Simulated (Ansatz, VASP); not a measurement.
**One calculation of Hf, two programs**

The input INCAR:

```
PREC = Accurate
ENCUT = 520
EDIFF = 1E-6
ISMEAR = -1
SIGMA = 0.05
LREAL = F
LASPH = T
NELM = 60
ALGO = Normal
ISIF = 2
LWAVE = F
LCHARG = F
NBANDS = 11
```

File KPOINTS:

```
Automatic mesh
0
Gamma
  10 10 10
```

POSCAR

```
Hf
1.0
   -1.8050000000      1.8050000000      1.8050000000
    1.8050000000     -1.8050000000      1.8050000000
    1.8050000000      1.8050000000     -1.8050000000
Hf
1
Direct
    0.0000000000      0.0000000000      0.0000000000
```

Contents of input.yaml:

```yaml
crystal:
  lattice:
    - [-1.805, 1.805, 1.805]
    - [1.805, -1.805, 1.805]
    - [1.805, 1.805, -1.805]
  atoms:
    - { symbol: Hf, position: [0.0, 0.0, 0.0] }
hamiltonian:
  xc: lda
  pseudopotentials: { kind: paw }
kpoints:
  mp_grid: { grid: [10, 10, 10] }
  band_path:
    path:
      - [[0.0, 0.0, 0.0], [0.5, -0.5, 0.5], [0.0, 0.0, 0.5], [0.0, 0.0, 0.0], [0.25, 0.25, 0.25], [0.5, -0.5, 0.5]]
      - [[0.25, 0.25, 0.25], [0.0, 0.0, 0.5]]
    npoints: 14
scf:
  occupations: { method: fermi_dirac, width: 0.05 }
  n_extra_bands: 6
output:
  forces: true
  stress: true
  eigenvalues: true
  fatbands: true
  write_density: true
  write_potential: true
  elf: true
  volumetric_format: npy
```

Alike in both runs: functional LDA; k mesh 10 × 10 × 10; occupations fermi-dirac, width 0.05 eV; no spin polarisation.

|  | VASP | Ansatz |
| --- | --- | --- |
| version | VASP 6.6.1 | Ansatz 0.2.0 |
| potentials or method | VASP PAW LDA potentials, release 64 (Hf_pv) | Ansatz PAW |
| plane-wave cutoff (eV) | 520 | 420 |
| valence electrons in the cell | 10 | 26 |
| task | single point | band structure |

```csv
,VASP,Ansatz,Ansatz less VASP
gap on the k mesh at the Fermi level (eV),none,none,-
pressure (GPa),-12.6,-12.6,-0.01
```

LDA's correlation is that of Perdew and Zunger in VASP and of Perdew and Wang (1992) in Ansatz. A gap of «none» marks a metal or a gap that the smearing closes. VASP's potentials hold 10 valence electrons a cell and Ansatz's 26, so a difference there can come from the potentials and not from the codes.

Spin-orbit coupling is off throughout.
